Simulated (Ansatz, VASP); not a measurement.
## One calculation of SnO2, two programs

The input INCAR:

```
PREC     = Accurate       # precision mode
ENCUT    = 520            # plane-wave cutoff, eV
EDIFF    = 1E-7           # SCF threshold, eV
ISMEAR   = 0              # smearing method
SIGMA    = 0.05           # smearing width, eV
LREAL    = F              # projectors in reciprocal space
LASPH    = T              # aspherical terms in the spheres
NELM     = 100            # most SCF steps
ALGO     = Normal         # electronic algorithm
ISIF     = 2              # what is computed and relaxed
LWAVE    = F              # write WAVECAR
LCHARG   = F              # write CHGCAR
GGA      = PS             # functional
IVDW     = 12             # dispersion correction
NBANDS   = 35             # bands
```

The input KPOINTS:

```
Automatic mesh
0
Gamma
  12 12 4
```

POSCAR

```
SnO2
1.0
    3.0984934447      0.0000000000      0.0000000000
   -1.5492467224      2.6833740366      0.0000000000
    0.0000000000      0.0000000000      9.8605907128
Sn O
2 4
Direct
   -0.0649382444      0.0000000000      0.5000000000
    0.0649382444      0.0000000000      0.0000000000
    0.6008064337      0.3333333333      0.4003665319
    0.7325268996      0.3333333333      0.0996334681
    0.2674731004      0.6666666667      0.5996334681
    0.3991935663      0.6666666667      0.9003665319
```

Input for Ansatz:

```yaml
crystal:
  lattice:
    - [3.0984934447, 0.0, 0.0]
    - [-1.5492467224, 2.6833740366, 0.0]
    - [0.0, 0.0, 9.8605907128]
  atoms:
    - { symbol: Sn, position: [-0.0649382444, 0.0, 0.5] }
    - { symbol: Sn, position: [0.0649382444, 0.0, 0.0] }
    - { symbol: O, position: [0.6008064337, 0.3333333333, 0.4003665319] }
    - { symbol: O, position: [0.7325268996, 0.3333333333, 0.0996334681] }
    - { symbol: O, position: [0.2674731004, 0.6666666667, 0.5996334681] }
    - { symbol: O, position: [0.3991935663, 0.6666666667, 0.9003665319] }
basis:
  ecutwfc: 520.0
kpoints:
  mp_grid: { grid: [12, 12, 4] }
hamiltonian:
  xc: pbesol
  pseudopotentials: { kind: paw, azcp: { folder: soft_1 } }
  dispersion: d3bj
scf:
  occupations: { method: gaussian, width: 0.05 }
output:
  forces: true
  stress: true
  eigenvalues: true
```

Change from the starting cell: mode 1 frozen in at -0.209 Å, equal normal strain along x, y and z -0.0250.

Alike in both runs: task single point; functional PBEsol; dispersion D3(BJ); k mesh 12 × 12 × 4; occupations gaussian, width 0.05 eV; no spin polarisation.

```csv
,VASP,Ansatz
version,VASP 6.6.1,Ansatz 0.2.0
potentials or method,"VASP PAW PBE potentials, release 64 (Sn_d, O), cutoff 520 eV","scalar-relativistic, plane waves, PAW"
valence electrons in the cell,52,52
```

```csv
,VASP,Ansatz,Ansatz less VASP
gap on the k mesh at the Fermi level (eV),2.67,2.69,+0.017
least direct gap on the mesh (eV),3.20,3.21,+0.006
pressure (GPa),14.5,13.5,-0.96
"traceless stress, the component that is largest in VASP (GPa)",-6.19,-5.65,+0.543
rms of the force components (eV/Å),0.517,0.479,-0.0380
```

VASP's potentials were made for PBE, not for PBEsol, and Ansatz warns of the same on its side. Atom by atom the forces differ by 0.038 eV/Å (rms over components).
